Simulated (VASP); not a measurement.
Set up this calculation in VASP 6.6.1, as the native input.

| Property | Result |
| --- | --- |
| Task | single point |
| Functional | LDA |
| Potentials or basis | VASP PAW LDA potentials, release 64 (Ba_sv) |
| Cutoff | 520 eV |
| k mesh | 16 × 16 × 16 |
| Occupations | fermi-dirac, width 0.1 eV |
| Spin | no spin polarisation |
| Dipole correction | no |
| Further INCAR settings | ALGO = Normal; EDIFF = 1e-07; NBANDS = 11 |

The structure of Ba lies in POSCAR:

```
Ba
1.0
    0.0000000000      2.8931437469      2.8931437469
    2.8931437469      0.0000000000      2.8931437469
    2.8931437469      2.8931437469      0.0000000000
Ba
1
Direct
    0.0000000000      0.0000000000      0.0000000000
```

This isn't the form of Ba at room conditions, which is bcc.

These files were run (other wordings do the same):

INCAR

```
SYSTEM = Ba
  PREC = Accurate
  ENCUT = 520
  EDIFF = 1E-7
  ISMEAR = -1
  SIGMA = 0.1
  LREAL = .False.
  LASPH = .True.
  NELM = 60
  ALGO = Normal
  ISIF = 2
  LWAVE = .False.
  LCHARG = .False.
  GGA = CA
  NBANDS = 11
```

KPOINTS

```
Automatic mesh
0
Gamma
  16 16 16
  0 0 0
```

Potentials or basis: VASP PAW LDA potentials, release 64 (Ba_sv).

The run is started by

```console
$ cat potpaw_LDA.64/Ba_sv/POTCAR > POTCAR
$ mpirun -np 1 vasp_std > vasp.out
```

Results of the run:

```yaml
Pressure: 1.2 GPa
Band_gap_on_the_k_mesh: zero (bands 5 and 6 overlap by 0.73 eV)
```

Caveat: spin-orbit coupling is left out, which moves the levels of the heavy elements.

Wall time 55 s on 1 thread of Intel(R) Xeon(R) Platinum 8259CL CPU @ 2.50GHz (Skylake/Cascade Lake) (shared host), peak memory 0.2 GiB.
